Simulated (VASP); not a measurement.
# LaCoPO (P4/nmm) in VASP: single point with PBE

Aim: the single point of LaCoPO with PBE.

All numbers are computed with VASP 6.6.1; they aren't measurements. Logs are shortened: lines on timing, memory, paths and dates and some standing lists are left out, and cuts for length are marked.

## 1. The cell of the first run

It takes space group P4/nmm (No. 129, tetragonal). Conventional cell: a = 3.924 Å, b = 3.924 Å, c = 8.125 Å, α = 90.00°, β = 90.00°, γ = 90.00°. Within 3.1 Å of La (site symmetry 4mm) lie 4 O at 2.32 Å. Within 2.9 Å of Co (site symmetry -4m2) lie 4 P at 2.18 Å and 4 Co at 2.77 Å. Within 2.9 Å of P (site symmetry 4mm) lie 4 Co at 2.18 Å. O (site symmetry -4m2) has 4 La at 2.32 Å and 4 O at 2.77 Å within 3.1 Å.

## 2. Single point, PBE, collinear spin, antiferromagnetic start

INCAR reads:

```
SYSTEM = LaCoPO
ALGO = Normal
EDIFF = 1E-6
ENCUT = 520
GGA = PE
ISIF = 2
ISMEAR = -1
ISPIN = 2
LASPH = .TRUE.
LCHARG = .FALSE.
LMAXMIX = 6
LORBIT = 11
LREAL = .FALSE.
LWAVE = .FALSE.
MAGMOM = 0 0 2.5 -2.5 0 0 0 0
NBANDS = 45
NELM = 150
PREC = Accurate
SIGMA = 0.05
```

KPOINTS reads:

```
k-points
0
G
  7 7 4
  0 0 0
```

POSCAR reads:

```
LaCoPO
1.0
    3.9235945220      0.0000000000      0.0000000000
    0.0000000000      3.9235945220      0.0000000000
    0.0000000000      0.0000000000      8.1248154411
La Co P O
2 2 2 2
Direct
    0.0000000000      0.5000000000      0.8468680000
    0.5000000000      0.0000000000      0.1531320000
    0.5000000000      0.5000000000      0.5000000000
    0.0000000000      0.0000000000      0.5000000000
    0.5000000000      0.0000000000      0.6183690000
    0.0000000000      0.5000000000      0.3816310000
    0.0000000000      0.0000000000      0.0000000000
    0.5000000000      0.5000000000      0.0000000000
```

Potentials or basis: VASP PAW PBE potentials, release 64 (La, Co, P, O).

Run with:

```sh
$ cat potpaw_PBE.64/La/POTCAR potpaw_PBE.64/Co/POTCAR potpaw_PBE.64/P/POTCAR potpaw_PBE.64/O/POTCAR > POTCAR
$ mpirun -np 1 vasp_std > vasp.out
```

OUTCAR:

```text
SYSTEM = LaCoPO
   EDIFF = 1E-6
   ENCUT = 520
   GGA = PE
   ISIF = 2
   ISMEAR = -1
   ISPIN = 2
   LASPH = .TRUE.
   LORBIT = 11
   LREAL = .FALSE.
   NELM = 150
   PREC = Accurate

 ion  position               nearest neighbor table
   1  0.000  0.500  0.847-   7 2.32   8 2.32   7 2.32   8 2.32
   2  0.500  0.000  0.153-   7 2.32   8 2.32   8 2.32   7 2.32
   3  0.500  0.500  0.500-   5 2.18   6 2.18   5 2.18   6 2.18   4 2.77   4 2.77   4 2.77   4 2.77

   4  0.000  0.000  0.500-   5 2.18   6 2.18   6 2.18   5 2.18   3 2.77   3 2.77   3 2.77   3 2.77

   5  0.500  0.000  0.618-   3 2.18   4 2.18   3 2.18   4 2.18
   6  0.000  0.500  0.382-   3 2.18   4 2.18   4 2.18   3 2.18
   7  0.000  0.000  0.000-   1 2.32   2 2.32   1 2.32   2 2.32
   8  0.500  0.500  0.000-   1 2.32   2 2.32   2 2.32   1 2.32

  LATTYP: Found a simple tetragonal cell.
 ALAT       =     3.9235945220
 C/A-ratio  =     2.0707581774

  Lattice vectors:

 A1 = (   3.9235945220,   0.0000000000,   0.0000000000)
 A2 = (   0.0000000000,   3.9235945220,   0.0000000000)
 A3 = (   0.0000000000,   0.0000000000,   8.1248154411)

Analysis of symmetry for initial positions (statically):
=====================================================================
 Subroutine PRICEL returns:
 Original cell was already a primitive cell.

 Routine SETGRP: Setting up the symmetry group for a
 simple tetragonal supercell.

 Subroutine GETGRP returns: Found 16 space group operations
 (whereof  8 operations were pure point group operations)
 out of a pool of 16 trial point group operations.

The static configuration has the point symmetry D_2d.
 The point group associated with its full space group is D_4h.

Analysis of symmetry for dynamics (positions and initial velocities):
=====================================================================
 Subroutine PRICEL returns:
 Original cell was already a primitive cell.

 Routine SETGRP: Setting up the symmetry group for a
 simple tetragonal supercell.

 Subroutine GETGRP returns: Found 16 space group operations
 (whereof  8 operations were pure point group operations)
 out of a pool of 16 trial point group operations.

The dynamic configuration has the point symmetry D_2d.
 The point group associated with its full space group is D_4h.

Analysis of structural, dynamic, and magnetic symmetry:
=====================================================================
 Subroutine PRICEL returns:
 Original cell was already a primitive cell.

 Routine SETGRP: Setting up the symmetry group for a
 simple tetragonal supercell.

 Subroutine GETGRP returns: Found 16 space group operations
 (whereof  8 operations were pure point group operations)
 out of a pool of 16 trial point group operations.

The overall configuration has the point symmetry D_2d.
 The point group associated with its full space group is D_4h.

 Subroutine INISYM returns: Found 16 space group operations
 (whereof  8 operations are pure point group operations),
 and found     1 'primitive' translations

----------------------------------------------------------------------------------------

                                     Primitive cell

  volume of cell :     125.0782

  direct lattice vectors                    reciprocal lattice vectors
     3.923594522  0.000000000  0.000000000     0.254868334  0.000000000  0.000000000
     0.000000000  3.923594522  0.000000000     0.000000000  0.254868334  0.000000000
     0.000000000  0.000000000  8.124815441     0.000000000  0.000000000  0.123079719

  length of vectors
     3.923594522  3.923594522  8.124815441     0.254868334  0.254868334  0.123079719

  position of ions in fractional coordinates (direct lattice)
     0.000000000  0.500000000  0.846868000
     0.500000000  0.000000000  0.153132000
     0.500000000  0.500000000  0.500000000
     0.000000000  0.000000000  0.500000000
     0.500000000  0.000000000  0.618369000
[... 48 lines left out ...]
  0.285714  0.142857  0.000000      8.000000
[... 16 lines left out ...]
  0.285714  0.000000  0.500000      4.000000
  0.428571  0.000000  0.500000      4.000000
 [... further k-points ...]
   k-points           NKPTS =     30   k-points in BZ     NKDIM =     30   number of bands    NBANDS=     45
   number of dos      NEDOS =    301   number of ions     NIONS =      8
   total plane-waves  NPLWV =  54000
   dimension x,y,z NGX =    30 NGY =   30 NGZ =   60
   dimension x,y,z NGXF=    60 NGYF=   60 NGZF=  120
   ions per type =               2   2   2   2
   NGX,Y,Z   is equivalent  to a cutoff of  12.71, 12.71, 12.28 a.u.
   NGXF,Y,Z  is equivalent  to a cutoff of  25.42, 25.42, 24.55 a.u.
 SYSTEM =  LaCoPO
   PREC   = accura    normal or accurate (medium, high low for compatibility)
   ISTART =      0    job   : 0-new  1-cont  2-samecut
   ICHARG =      2    charge: 1-file 2-atom 10-const
   ISPIN  =      2    spin polarized calculation?
   LNONCOLLINEAR =      F non collinear calculations
   LSORBIT =      F    spin-orbit coupling
   LASPH  =      T    aspherical Exc in radial PAW
   ENCUT  =  520.0 eV  38.22 Ry    6.18 a.u.   7.30  7.30 15.11*2*pi/ulx,y,z
   NELM   =    150;   NELMIN=  2; NELMDL= -5     # of ELM steps
   EDIFF  = 0.1E-05   stopping-criterion for ELM
   LREAL  =      F    real-space projection
[... 7 lines left out ...]
   TEBEG  =    0.0;   TEEND  =   0.0 temperature during run
   PSTRESS=    0.0 pullay stress
   NELECT =      62.0000    total number of electrons
   NUPDOWN=      -1.0000    fix difference up-down
   EMIN   =  10.00;   EMAX   =-10.00  energy-range for DOS
   EFERMI =   0.00;   METHOD = LEGACY
   ISMEAR =    -1;   SIGMA  =   0.05  broadening in eV -4-tet -1-fermi 0-gaus
   EFERMI_NEDOS =   21; number of points for ismear=-14 and -15
   IALGO  =     38    algorithm
   IMIX   =      4    mixing-type and parameters
     AMIX     =   0.40;   BMIX     =  1.00
     AMIX_MAG =   1.60;   BMIX_MAG =  1.00
  volume/ion in A,a.u.               =      15.63       105.51
  Fermi-wavevector in a.u.,A,eV,Ry     =   1.295621  2.448370 22.839217  1.678635
  Thomas-Fermi vector in A             =   2.427130
   LORBIT       =     11    0 simple, 1 ext, 2 COOP (PROOUT), +10 PAW based schemes
   GGA     = PE    functional components
   LHFCALC =     F    Hartree Fock is set to
   AEXX    =    0.0000 exact exchange contribution
   IVDW    =     0    specifies the selected vdW correction
   LEPSILON=     F    determine dielectric tensor
   LRPA    =     F    only Hartree local field effects (RPA)
 spin polarized calculation
  energy-cutoff  :      520.00
  volume of cell :      125.08
 maximum number of plane-waves:      3396
 NGX is ok and might be reduce to    30
   NGX = 15   NGY = 15   NGZ = 31

 number of electron      62.0000009 magnetization       0.0000000

 number of electron      62.0000009 magnetization      -0.0000000

 Free energy of the ion-electron system (eV)
  ---------------------------------------------------
  ext. energy  EPLUGINS =         0.00000000
  ---------------------------------------------------
  free energy    TOTEN  =       -60.21619487 eV

  energy without entropy =      -60.18404888  energy(sigma->0) =      -60.20012188

 E-fermi :   9.0437     XC(G=0): -11.1138

 val. band max:        9.0417321247   @ k =   0.2857   0.1429   0.0000
 cond. band min:       9.0507045509   @ k =   0.2857   0.1429   0.2500
 fundamental gap:      0.0089724262
 Fermi energy:         9.0436820757

 spin component 1

 k-point     1 :       0.0000    0.0000    0.0000
  band No.  band energies     occupation
      1     -22.8303      1.00000
      2     -22.5501      1.00000
      3     -10.5336      1.00000
      4      -9.0763      1.00000
      5      -6.7310      1.00000
      6      -6.7310      1.00000
[... 1093 lines left out ...]
     42      12.4418      0.00000
     43      12.4588      0.00000

 [... further k-points ...]

 spin component 2

 k-point     1 :       0.0000    0.0000    0.0000
  band No.  band energies     occupation
      1     -22.8303      1.00000
      2     -22.5501      1.00000
      3     -10.5336      1.00000
      4      -9.0763      1.00000
      5      -6.7310      1.00000
      6      -6.7310      1.00000
[... 1093 lines left out ...]
     42      12.4417      0.00000
     43      12.4586      0.00000

 [... further k-points ...]

 [bands above 43 left out]

------------------------ aborting loop because EDIFF is reached ----------------------------------------

  FORCE on cell =-STRESS in cart. coord.  units (eV):
  Direction    XX          YY          ZZ          XY          YZ          ZX
  --------------------------------------------------------------------------------------
  -------------------------------------------------------------------------------------
  Total        5.9603333      5.9603333      6.6486968      0.0000000      0.0000000      0.0000000
  in kB       76.3483024     76.3483024     85.1658266      0.0000000      0.0000000      0.0000000
  external PRESSURE =      79.2874771 kB  Pullay stress =       0.0000000 kB

 VOLUME and BASIS-vectors are now :
 -----------------------------------------------------------------------------
  energy-cutoff  :      520.00
  volume of cell :      125.08
      direct lattice vectors                 reciprocal lattice vectors
     3.923594522  0.000000000  0.000000000     0.254868334  0.000000000  0.000000000
     0.000000000  3.923594522  0.000000000     0.000000000  0.254868334  0.000000000
     0.000000000  0.000000000  8.124815441     0.000000000  0.000000000  0.123079719

 POSITION                                       TOTAL-FORCE (eV/Angst)
 -----------------------------------------------------------------------------------
      0.00000      1.96180      6.88065         0.000000     -0.000000     -0.485432
      1.96180      0.00000      1.24417         0.000000      0.000000      0.485432
      1.96180      1.96180      4.06241         0.000000     -0.000000     -0.000000
      0.00000      0.00000      4.06241         0.000000      0.000000     -0.000000
      1.96180      0.00000      5.02413        -0.000000      0.000000      1.091964
      0.00000      1.96180      3.10068         0.000000      0.000000     -1.091964
      0.00000      0.00000      0.00000         0.000000      0.000000     -0.000000
      1.96180      1.96180      0.00000         0.000000     -0.000000     -0.000000
 -----------------------------------------------------------------------------------
    total drift:                                0.000000      0.000000      0.000000

  FREE ENERGIE OF THE ION-ELECTRON SYSTEM (eV)
  ---------------------------------------------------
  free  energy   TOTEN  =       -60.2161948716 eV

  energy  without entropy=      -60.1840488848  energy(sigma->0) =      -60.20012188

 total charge

# of ion       s       p       d       f       tot
--------------------------------------------------
    1        2.024   5.685   0.724   0.263   8.696
    2        2.024   5.685   0.724   0.263   8.696
    3        0.473   0.564   7.548   0.000   8.584
    4        0.473   0.564   7.548   0.000   8.584
    5        1.032   1.487   0.000   0.000   2.518
    6        1.032   1.487   0.000   0.000   2.518
    7        1.575   3.491   0.000   0.000   5.066
    8        1.575   3.491   0.000   0.000   5.066
--------------------------------------------------
tot         10.206  22.454  16.543   0.525  49.729

 magnetization (x)

# of ion       s       p       d       f       tot
--------------------------------------------------
    1        0.000   0.000   0.000   0.000   0.000
    2        0.000   0.000   0.000   0.000   0.000
    3       -0.000   0.000   0.000   0.000   0.000
    4        0.000  -0.000  -0.000   0.000  -0.000
    5        0.000   0.000   0.000   0.000   0.000
    6        0.000   0.000   0.000   0.000   0.000
    7       -0.000   0.000   0.000   0.000   0.000
    8        0.000  -0.000   0.000   0.000  -0.000
--------------------------------------------------
tot          0.000   0.000   0.000   0.000   0.000
```

It took 12 min on 1 thread of Intel Xeon 8259CL, shared host; peak memory 0.46 GiB.

Results:

```
Free energy                                           : -60.2162 eV
Pressure                                              : 7.9 GPa
Largest force                                         : 1.092 eV/Å
Band gap on the k mesh                                : zero (filled and empty bands overlap)
Net moment                                            : 0.00 μB per cell
Valence electrons inside the program's atomic spheres : La 8.70; Co 8.58; P 2.52; O 5.07
```

Forces on the atoms (eV/Å):
```
La   0.000  0.000 -0.485
La   0.000  0.000  0.485
Co   0.000  0.000  0.000
Co   0.000  0.000  0.000
P    0.000  0.000  1.092
P    0.000  0.000 -1.092
O    0.000  0.000  0.000
O    0.000  0.000  0.000
```

Levels at points of the mesh, in eV from the Fermi level:
Spin up:
```
           k point  band 28  band 29  band 30  band 31  band 32  band 33  band 34  band 35
(0.00, 0.00, 0.00)    -0.74    -0.74    -0.46    -0.43     1.73     1.81     2.24     2.48
(0.00, 0.00, 0.50)    -0.75    -0.75    -0.46    -0.24     1.30     1.61     2.24     2.32
```
Spin down:
```tsv
k point	band 28	band 29	band 30	band 31	band 32	band 33	band 34	band 35
(0.00, 0.00, 0.00)	-0.74	-0.74	-0.46	-0.43	1.73	1.81	2.24	2.48
(0.00, 0.00, 0.50)	-0.75	-0.75	-0.46	-0.24	1.30	1.61	2.24	2.32
```

Caveat: the cell stands under pressure; the moments typed at the start vanished in this run; spin-orbit coupling is left out, which moves the levels of the heavy elements; forces of over 1 eV/Å act on the atoms, so gaps and moduli don't describe the material at rest. With open d or f shells a metallic result of PBE can be an artefact of self-interaction; +U or a hybrid may open a gap.
